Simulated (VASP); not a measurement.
# Hf (Pm-3m) in VASP: further runs

Runs on Hf. Level: RPBE. Tasks: single point.

Everything below comes from runs of VASP 6.6.1. Logs are shortened: lines on timing, memory, paths and dates and some standing lists are left out, and cuts for length are marked.

## (1) The cell of the first run

The structure is cubic, space group Pm-3m (No. 221). Conventional cell: a = 2.826 Å, b = 2.826 Å, c = 2.826 Å, α = 90.00°, β = 90.00°, γ = 90.00°. Within 3.7 Å of Hf (site symmetry m-3m) lie 6 Hf at 2.83 Å.

## (2) Single point, RPBE (volume scaled by 0.88)

Input file INCAR:

```
SYSTEM = Hf
PREC = Accurate ; ENCUT = 520
EDIFF = 1E-6 ; ISMEAR = -1
SIGMA = 0.1 ; LREAL = .FALSE.
LASPH = .TRUE. ; NELM = 100
ALGO = Normal ; ISIF = 2
LWAVE = .FALSE. ; LCHARG = .FALSE.
GGA = RP ; NBANDS = 11
```

Input file KPOINTS:

```
regular mesh
0
G
  12 12 12
  0 0 0
```

Input file POSCAR:

```
Hf
1.0
    2.8261213096      0.0000000000      0.0000000000
    0.0000000000      2.8261213096      0.0000000000
    0.0000000000      0.0000000000      2.8261213096
Hf
1
Direct
    0.0000000000      0.0000000000      0.0000000000
```

Potentials or basis: VASP PAW PBE potentials, release 64 (Hf_pv).

On the command line:

```sh
cat potpaw_PBE.64/Hf_pv/POTCAR > POTCAR
mpirun -np 1 vasp_std > vasp.out
```

OUTCAR:

```text
SYSTEM = Hf
   PREC = Accurate
   ENCUT = 520
   EDIFF = 1E-6
   ISMEAR = -1
   LREAL = .FALSE.
   LASPH = .TRUE.
   NELM = 100
   ISIF = 2
   GGA = RP

 ion  position               nearest neighbor table
   1  0.000  0.000  0.000-

  LATTYP: Found a simple cubic cell.
 ALAT       =     2.8261213096

  Lattice vectors:

 A1 = (   2.8261213096,   0.0000000000,   0.0000000000)
 A2 = (   0.0000000000,   2.8261213096,   0.0000000000)
 A3 = (   0.0000000000,   0.0000000000,   2.8261213096)

Analysis of symmetry for initial positions (statically):
=====================================================================
 Subroutine PRICEL returns:
 Original cell was already a primitive cell.

 Routine SETGRP: Setting up the symmetry group for a
 simple cubic supercell.

 Subroutine GETGRP returns: Found 48 space group operations
 (whereof 48 operations were pure point group operations)
 out of a pool of 48 trial point group operations.

The static configuration has the point symmetry O_h .

Analysis of symmetry for dynamics (positions and initial velocities):
=====================================================================
 Subroutine PRICEL returns:
 Original cell was already a primitive cell.

 Routine SETGRP: Setting up the symmetry group for a
 simple cubic supercell.

 Subroutine GETGRP returns: Found 48 space group operations
 (whereof 48 operations were pure point group operations)
 out of a pool of 48 trial point group operations.

The dynamic configuration has the point symmetry O_h .

 Subroutine INISYM returns: Found 48 space group operations
 (whereof 48 operations are pure point group operations),
 and found     1 'primitive' translations

----------------------------------------------------------------------------------------

                                     Primitive cell

  volume of cell :      22.5721

  direct lattice vectors                    reciprocal lattice vectors
     2.826121310  0.000000000  0.000000000     0.353841853  0.000000000  0.000000000
     0.000000000  2.826121310  0.000000000     0.000000000  0.353841853  0.000000000
     0.000000000  0.000000000  2.826121310     0.000000000  0.000000000  0.353841853

  length of vectors
     2.826121310  2.826121310  2.826121310     0.353841853  0.353841853  0.353841853

  position of ions in fractional coordinates (direct lattice)
     0.000000000  0.000000000  0.000000000

  ion indices of the primitive-cell ions
   primitive index   ion index
                 1           1

----------------------------------------------------------------------------------------

 KPOINTS: regular mesh

Automatic generation of k-mesh.
 Grid dimensions read from file:
 generate k-points for:   12   12   12

 Generating k-lattice:

  Cartesian coordinates                     Fractional coordinates (reciprocal lattice)
     0.029486821  0.000000000  0.000000000     0.083333333  0.000000000  0.000000000
     0.000000000  0.029486821  0.000000000     0.000000000  0.083333333  0.000000000
     0.000000000  0.000000000  0.029486821     0.000000000  0.000000000  0.083333333

  Length of vectors
     0.029486821  0.029486821  0.029486821

  Shift w.r.t. Gamma in fractional coordinates (k-lattice)
     0.000000000  0.000000000  0.000000000

 Subroutine IBZKPT returns following result:
 ===========================================

 Found     84 irreducible k-points:

 Following reciprocal coordinates:
            Coordinates               Weight
  0.000000  0.000000  0.000000      1.000000
  0.083333  0.000000  0.000000      6.000000
  0.166667  0.000000  0.000000      6.000000
  0.250000  0.000000  0.000000      6.000000
  0.333333  0.000000  0.000000      6.000000
  0.416667  0.000000  0.000000      6.000000
[... 16 lines left out ...]
  0.333333  0.333333  0.000000     12.000000
  0.416667  0.333333  0.000000     24.000000
 [... further k-points ...]
   k-points           NKPTS =     84   k-points in BZ     NKDIM =     84   number of bands    NBANDS=     11
   number of dos      NEDOS =    301   number of ions     NIONS =      1
   total plane-waves  NPLWV =  13824
   dimension x,y,z NGX =    24 NGY =   24 NGZ =   24
   dimension x,y,z NGXF=    48 NGYF=   48 NGZF=   48
   ions per type =               1
   NGX,Y,Z   is equivalent  to a cutoff of  14.12, 14.12, 14.12 a.u.
   NGXF,Y,Z  is equivalent  to a cutoff of  28.24, 28.24, 28.24 a.u.
 SYSTEM =  Hf
   PREC   = accura    normal or accurate (medium, high low for compatibility)
   ISTART =      0    job   : 0-new  1-cont  2-samecut
   ICHARG =      2    charge: 1-file 2-atom 10-const
   ISPIN  =      1    spin polarized calculation?
   LNONCOLLINEAR =      F non collinear calculations
   LSORBIT =      F    spin-orbit coupling
   LASPH  =      T    aspherical Exc in radial PAW
   ENCUT  =  520.0 eV  38.22 Ry    6.18 a.u.   5.25  5.25  5.25*2*pi/ulx,y,z
   NELM   =    100;   NELMIN=  2; NELMDL= -5     # of ELM steps
   EDIFF  = 0.1E-05   stopping-criterion for ELM
   LREAL  =      F    real-space projection
   EDIFFG = 0.1E-04   stopping-criterion for IOM
   NSW    =      0    number of steps for IOM
   IBRION =     -1    ionic relax: 0-MD 1-quasi-New 2-CG
   NFREE  =      0    steps in history (QN), initial steepest desc. (CG)
   ISIF   =      2    stress and relaxation
   ISYM   =      2    0-nonsym 1-usesym 2-fastsym
   POTIM  = 0.5000    time-step for ionic-motion
   TEBEG  =    0.0;   TEEND  =   0.0 temperature during run
   PSTRESS=    0.0 pullay stress
   NELECT =      10.0000    total number of electrons
   NUPDOWN=      -1.0000    fix difference up-down
   EMIN   =  10.00;   EMAX   =-10.00  energy-range for DOS
   EFERMI =   0.00;   METHOD = LEGACY
   ISMEAR =    -1;   SIGMA  =   0.10  broadening in eV -4-tet -1-fermi 0-gaus
   EFERMI_NEDOS =   21; number of points for ismear=-14 and -15
   IALGO  =     38    algorithm
   IMIX   =      4    mixing-type and parameters
     AMIX     =   0.40;   BMIX     =  1.00
     AMIX_MAG =   1.60;   BMIX_MAG =  1.00
  volume/ion in A,a.u.               =      22.57       152.32
  Fermi-wavevector in a.u.,A,eV,Ry     =   1.248008  2.358393 21.191400  1.557524
  Thomas-Fermi vector in A             =   2.382114
   LORBIT       =      0    0 simple, 1 ext, 2 COOP (PROOUT), +10 PAW based schemes
   GGA     = RP    functional components
   LHFCALC =     F    Hartree Fock is set to
   AEXX    =    0.0000 exact exchange contribution
   IVDW    =     0    specifies the selected vdW correction
   LEPSILON=     F    determine dielectric tensor
   LRPA    =     F    only Hartree local field effects (RPA)
 non-spin polarized calculation
  energy-cutoff  :      520.00
  volume of cell :       22.57
 maximum number of plane-waves:       627
 NGX is ok and might be reduce to    24
   NGX = 11   NGY = 11   NGZ = 11

 number of electron      10.0000000 magnetization

 number of electron       9.9999999 magnetization

 Free energy of the ion-electron system (eV)
  ---------------------------------------------------
  ext. energy  EPLUGINS =         0.00000000
  ---------------------------------------------------
  free energy    TOTEN  =        -8.34931769 eV

  energy without entropy =       -8.29608796  energy(sigma->0) =       -8.32270283

 E-fermi :   4.5245     XC(G=0): -11.0894

 val. band max:        4.5016496855   @ k =   0.3333   0.3333   0.3333
 cond. band min:       4.5303393038   @ k =   0.5000   0.0000   0.0000
 fundamental gap:      0.0286896184
 Fermi energy:         4.5244583214

 k-point     1 :       0.0000    0.0000    0.0000
  band No.  band energies     occupation
      1     -25.2133      2.00000
      2     -25.2133      2.00000
      3     -25.2133      2.00000
      4      -2.2391      2.00000
      5       2.8773      2.00000
      6       2.8773      2.00000
      7      11.6644      0.00000
      8      11.6644      0.00000
      9      11.6644      0.00000
     10      17.9402      0.00000
     11      18.2140      0.00000

 k-point     2 :       0.0833    0.0000    0.0000
  band No.  band energies     occupation
      1     -25.3014      2.00000
      2     -25.2060      2.00000
      3     -25.2060      2.00000
      4      -2.0386      2.00000
      5       2.9361      2.00000
      6       3.0751      2.00000
      7      11.2377      0.00000
      8      11.2377      0.00000
      9      11.6915      0.00000
     10      17.1979      0.00000
     11      17.9453      0.00000

 k-point     3 :       0.1667    0.0000    0.0000
  band No.  band energies     occupation
      1     -25.5363      2.00000
      2     -25.1859      2.00000
      3     -25.1859      2.00000
      4      -1.4869      2.00000
      5       3.1021      2.00000
      6       3.6211      1.99976
      7      10.2978      0.00000
      8      10.2978      0.00000
      9      11.7667      0.00000
     10      15.5053      0.00000
     11      17.9441      0.00000

 k-point     4 :       0.2500    0.0000    0.0000
  band No.  band energies     occupation
      1     -25.8446      2.00000
      2     -25.1583      2.00000
      3     -25.1583      2.00000
      4      -0.7033      2.00000
      5       3.3430      1.99999
      6       4.3176      1.77569
      7       9.3037      0.00000
      8       9.3037      0.00000
      9      11.8716      0.00000
     10      14.2103      0.00000
     11      17.9441      0.00000
[... 239 lines left out ...]
 k-point    22 :       0.5000    0.2500    0.0000
  band No.  band energies     occupation
      1     -26.3378      2.00000
      2     -25.7000      2.00000
      3     -25.0507      2.00000
      4       2.6038      2.00000
      5       2.8483      2.00000
      6       5.8800      0.00000
      7       8.1882      0.00000
      8       8.6605      0.00000
      9      10.0615      0.00000
     10      14.9662      0.00000
     11      17.9324      0.00000

 k-point    23 :       0.3333    0.3333    0.0000
  band No.  band energies     occupation
      1     -26.0355      2.00000
      2     -26.0064      2.00000
      3     -25.0513      2.00000
      4       1.8158      2.00000
      5       3.4095      1.99997
      6       7.2490      0.00000
      7       7.5266      0.00000
      8       8.9152      0.00000
      9       9.2545      0.00000
     10      15.0602      0.00000
     11      17.1025      0.00000

 k-point    24 :       0.4167    0.3333    0.0000
  band No.  band energies     occupation
      1     -26.2226      2.00000
      2     -25.9912      2.00000
      3     -25.0317      2.00000
      4       1.9011      2.00000
      5       3.3704      1.99998
      6       7.4182      0.00000
      7       8.5648      0.00000
      8       8.5930      0.00000
      9       9.2540      0.00000
     10      14.7095      0.00000
     11      17.7301      0.00000

 [... further k-points ...]
[... 5 lines left out ...]
  --------------------------------------------------------------------------------------
  -------------------------------------------------------------------------------------
  Total        1.5145154      1.5145154      1.5145154     -0.0000000      0.0000000     -0.0000000
  in kB      107.5008458    107.5008458    107.5008458     -0.0000000      0.0000000     -0.0000000
  external PRESSURE =     107.5008458 kB  Pullay stress =       0.0000000 kB

 VOLUME and BASIS-vectors are now :
 -----------------------------------------------------------------------------
  energy-cutoff  :      520.00
  volume of cell :       22.57
      direct lattice vectors                 reciprocal lattice vectors
     2.826121310  0.000000000  0.000000000     0.353841853  0.000000000  0.000000000
     0.000000000  2.826121310  0.000000000     0.000000000  0.353841853  0.000000000
     0.000000000  0.000000000  2.826121310     0.000000000  0.000000000  0.353841853

 POSITION                                       TOTAL-FORCE (eV/Angst)
 -----------------------------------------------------------------------------------
      0.00000      0.00000      0.00000         0.000000      0.000000      0.000000
 -----------------------------------------------------------------------------------
    total drift:                                0.000000     -0.000000      0.000000

  FREE ENERGIE OF THE ION-ELECTRON SYSTEM (eV)
  ---------------------------------------------------
  free  energy   TOTEN  =        -8.3493176909 eV

  energy  without entropy=       -8.2960879637  energy(sigma->0) =       -8.32270283
```

Run time: 7 s. Hardware: 1 thread of Intel Xeon 6975P-C, shared host; peak memory 0.15 GiB.

What came out:

```
Free energy            : -8.3493 eV
Pressure               : 10.8 GPa
Band gap on the k mesh : zero (band 5 reaches 5.50 eV, above the bottom of band 6 at 2.88 eV)
```

Caveat: the PAW data sets were made with another functional, which shifts forces and pressure a little; spin-orbit coupling is left out, which moves the levels of the heavy elements.

## (3) Single point, RPBE (volume scaled by 0.92)

Input file INCAR:

```
PREC = Accurate
ENCUT = 520
EDIFF = 1E-7
ISMEAR = -1
SIGMA = 0.1
LREAL = F
LASPH = T
NELM = 100
ALGO = Normal
ISIF = 2
LWAVE = F
LCHARG = F
GGA = RP
NBANDS = 11
```

Input file KPOINTS:

```
regular mesh
0
Gamma
  12 12 12
```

Input file POSCAR:

```
Hf
1.0
    2.8683084444      0.0000000000      0.0000000000
    0.0000000000      2.8683084444      0.0000000000
    0.0000000000      0.0000000000      2.8683084444
Hf
1
Direct
    0.0000000000      0.0000000000      0.0000000000
```

Potentials or basis: VASP PAW PBE potentials, release 64 (Hf_pv).

On the command line:

```sh
cat potpaw_PBE.64/Hf_pv/POTCAR > POTCAR
mpirun -np 1 vasp_std > vasp.out
```

Wall time 7.5 s (1 thread of Intel Xeon 6975P-C, shared host); peak memory 0.15 GiB.

Results (log left out):

```yaml
Free_energy: -8.4042 eV
Pressure: 6.4 GPa
Band_gap_on_the_k_mesh: zero (band 5 reaches 5.17 eV, above the bottom of band 6 at 2.70 eV)
```

Levels at points of the mesh, in eV from the Fermi level:
```tsv
k point	band 3	band 4	band 5	band 6	band 7	band 8
(0.00, 0.00, 0.00)	-29.88	-6.63	-1.53	-1.53	6.81	6.81
(0.50, 0.00, 0.00)	-29.79	-3.17	-0.57	-0.07	3.18	3.18
(0.50, 0.50, 0.00)	-29.69	-3.06	-0.60	3.96	3.96	4.66
(0.50, 0.50, 0.50)	-30.66	-1.41	-1.41	-1.41	6.84	9.42
```

Caveat: the PAW data sets were made with another functional, which shifts forces and pressure a little; spin-orbit coupling is left out, which moves the levels of the heavy elements.

## (4) Single point, RPBE (volume scaled by 0.96)

Input file INCAR:

```
ALGO     = Normal         # electronic algorithm
EDIFF    = 1E-6           # SCF threshold, eV
ENCUT    = 520            # plane-wave cutoff, eV
GGA      = RP             # functional
ISIF     = 2              # what is computed and relaxed
ISMEAR   = -1             # smearing method
LASPH    = T              # aspherical terms in the spheres
LCHARG   = T              # write CHGCAR
LELF     = T              # ELF
LREAL    = F              # projectors in reciprocal space
LVHAR    = T            
LWAVE    = F              # write WAVECAR
NBANDS   = 11             # bands
NELM     = 80             # most SCF steps
PREC     = Accurate       # precision mode
SIGMA    = 0.1            # smearing width, eV
```

Input file KPOINTS:

```
k-points
0
Gamma
  12 12 12
```

Input file POSCAR:

```
Hf
1.0
    2.9092898161      0.0000000000      0.0000000000
    0.0000000000      2.9092898161      0.0000000000
    0.0000000000      0.0000000000      2.9092898161
Hf
1
Direct
    0.0000000000      0.0000000000      0.0000000000
```

Potentials or basis: VASP PAW PBE potentials, release 64 (Hf_pv).

On the command line:

```sh
cat potpaw_PBE.64/Hf_pv/POTCAR > POTCAR
mpirun -np 1 vasp_std > vasp.out
```

OUTCAR:

```text
EDIFF = 1E-6
   ENCUT = 520
   GGA = RP
   ISIF = 2
   ISMEAR = -1
   LASPH = T
   LREAL = F
   NELM = 80
   PREC = Accurate

 ion  position               nearest neighbor table
   1  0.000  0.000  0.000-

  LATTYP: Found a simple cubic cell.
 ALAT       =     2.9092898161

  Lattice vectors:

 A1 = (   2.9092898161,   0.0000000000,   0.0000000000)
 A2 = (   0.0000000000,   2.9092898161,   0.0000000000)
 A3 = (   0.0000000000,   0.0000000000,   2.9092898161)

Analysis of symmetry for initial positions (statically):
[... 504 lines left out ...]
      3     -25.9267      2.00000
      4       1.6138      2.00000
      5       2.8207      1.99998
      6       6.4836      0.00000
      7       7.5774      0.00000
      8       7.7242      0.00000
      9       8.3361      0.00000
     10      13.3073      0.00000
     11      16.2254      0.00000

 [... further k-points ...]
[... 5 lines left out ...]
  --------------------------------------------------------------------------------------
  -------------------------------------------------------------------------------------
  Total        0.4325205      0.4325205      0.4325205      0.0000000      0.0000000      0.0000000
  in kB       28.1420869     28.1420869     28.1420869      0.0000000      0.0000000      0.0000000
  external PRESSURE =      28.1420869 kB  Pullay stress =       0.0000000 kB

 VOLUME and BASIS-vectors are now :
 -----------------------------------------------------------------------------
  energy-cutoff  :      520.00
  volume of cell :       24.62
      direct lattice vectors                 reciprocal lattice vectors
     2.909289816  0.000000000  0.000000000     0.343726498  0.000000000  0.000000000
     0.000000000  2.909289816  0.000000000     0.000000000  0.343726498  0.000000000
     0.000000000  0.000000000  2.909289816     0.000000000  0.000000000  0.343726498

 POSITION                                       TOTAL-FORCE (eV/Angst)
 -----------------------------------------------------------------------------------
      0.00000      0.00000      0.00000         0.000000      0.000000      0.000000
 -----------------------------------------------------------------------------------
    total drift:                                0.000000      0.000000      0.000000

  FREE ENERGIE OF THE ION-ELECTRON SYSTEM (eV)
  ---------------------------------------------------
  free  energy   TOTEN  =        -8.4336695280 eV

  energy  without entropy=       -8.3783570188  energy(sigma->0) =       -8.40601327
```

OSZICAR:

```text
N       E                     dE             d eps       ncg     rms          rms(c)
DAV:   1     0.145839633505E+02    0.14584E+02   -0.57294E+03  1864   0.833E+02
DAV:   2    -0.818913989950E+01   -0.22773E+02   -0.22064E+02  2356   0.154E+02
DAV:   3    -0.867927928852E+01   -0.49014E+00   -0.48286E+00  2293   0.153E+01
DAV:   4    -0.868183118518E+01   -0.25519E-02   -0.25514E-02  2162   0.139E+00
DAV:   5    -0.868185023030E+01   -0.19045E-04   -0.19045E-04  2343   0.103E-01    0.326E+01
DAV:   6    -0.848324567978E+01    0.19860E+00   -0.20679E-01  2063   0.307E+00    0.195E+01
DAV:   7    -0.843846442230E+01    0.44781E-01   -0.28315E-01  2161   0.347E+00    0.110E+00
DAV:   8    -0.843359225804E+01    0.48722E-02   -0.26090E-02  2076   0.107E+00    0.179E-01
DAV:   9    -0.843365886957E+01   -0.66612E-04   -0.51843E-04  2285   0.178E-01    0.858E-02
DAV:  10    -0.843367155990E+01   -0.12690E-04   -0.37481E-05  2216   0.488E-02    0.570E-02
DAV:  11    -0.843366954619E+01    0.20137E-05   -0.10042E-05  2195   0.219E-02    0.170E-03
DAV:  12    -0.843366952800E+01    0.18190E-07   -0.16499E-07  1438   0.361E-03
   1 F= -.84336695E+01 E0= -.84060133E+01  d E =-.553125E-01
```

Run time: 8.4 s. Hardware: 1 thread of Intel Xeon 6975P-C, shared host; peak memory 0.15 GiB.

Results:

| Property | Result |
| --- | --- |
| Free energy | -8.4337 eV |
| Pressure | 2.8 GPa |
| Band gap on the k mesh | zero (band 5 reaches 4.86 eV, above the bottom of band 6 at 2.53 eV) |

Caveat: the PAW data sets were made with another functional, which shifts forces and pressure a little; spin-orbit coupling is left out, which moves the levels of the heavy elements.

(Continued in part 2 of 2.)
